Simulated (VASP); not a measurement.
Runs of VASP 6.6.1 on Ru. The structure is that of space group P6_3/mmc (No. 194), or close to it. The cells are those of the table. 

```tsv
task	level	cell	k mesh	cutoff (eV)	smearing	grid for exact exchange (PRECFOCK)	share of exact exchange	screening parameter	gap on the mesh (eV)	pressure (GPa)
single point	PBE+D4	a = 2.702, b = 2.702, c = 4.276 Å, angles 90.0, 90.0, 120.0°, 2 atoms	11 × 11 × 6	520	fermi-dirac 0.05 eV	-	-	-	none	0.0
single point	PBE	a = 2.706, b = 2.706, c = 4.282 Å, angles 90.0, 90.0, 120.0°, 2 atoms	11 × 11 × 6	520	gaussian 0.027 eV	-	-	-	none	4.4
single point	PBE	a = 2.706, b = 2.706, c = 4.282 Å, angles 90.0, 90.0, 120.0°, 2 atoms	6 × 6 × 3	520	fermi-dirac 0.04 eV	-	-	-	none	(a)
single point	r2SCAN	a = 2.688, b = 2.688, c = 4.253 Å, angles 90.0, 90.0, 120.0°, 2 atoms	11 × 11 × 6	520	fermi-dirac 0.05 eV	-	-	-	none	6.6
relaxation of cell and atoms	revPBE+D3(BJ)	relaxed from a = 2.706, b = 2.706, c = 4.282 Å, angles 90.0, 90.0, 120.0°, 2 atoms	11 × 11 × 6	600	fermi-dirac 0.05 eV	-	-	-	none	0.0
single point	r2SCAN50	a = 2.706, b = 2.706, c = 4.282 Å, angles 90.0, 90.0, 120.0°, 2 atoms	6 × 6 × 3	520	fermi-dirac 0.05 eV	Normal	0.5	-	none	-23.6
single point	r2SCAN	a = 2.706, b = 2.706, c = 4.282 Å, angles 90.0, 90.0, 120.0°, 2 atoms	9 × 9 × 5	520	gaussian 0.1 eV	-	-	-	none	(b)
single point	PBE	a = 2.706, b = 2.706, c = 4.282 Å, angles 90.0, 90.0, 120.0°, 2 atoms	11 × 11 × 6	520	gaussian 0.013 eV	-	-	-	none	4.4
single point	PBE0	a = 2.759, b = 2.759, c = 4.366 Å, angles 90.0, 90.0, 120.0°, 2 atoms	6 × 6 × 4	520	fermi-dirac 0.05 eV	Normal	0.25	-	none	-24.8
single point	PBE-based screened hybrid with 25 % exact exchange	a = 2.741, b = 2.741, c = 4.338 Å, angles 90.0, 90.0, 120.0°, 2 atoms	6 × 6 × 3	520	fermi-dirac 0.05 eV	Normal	0.25	0.3 1/Å	none	-18.7
```

Alike in all rows: potentials or basis VASP PAW PBE potentials, release 64 (Ru_pv); no spin polarisation.

Fill in the values left out.

(a) 5.2; (b) -0.8.

Caveats: some runs use coarse meshes; the PAW data sets were made with another functional, which shifts forces and pressure a little (at least some runs); the cell stands under pressure (at least some runs); an empty level that is flat over the whole mesh can mark a ghost state of the potentials, or a narrow d or f band (at least some runs); the dispersion term is far too large for a dense solid, which distorts pressure and volume (at least some runs).

A k mesh can miss the band edges, and the runs leave out spin-orbit coupling on Ru.

A gap of «none» marks levels without a gap at the run's occupations.
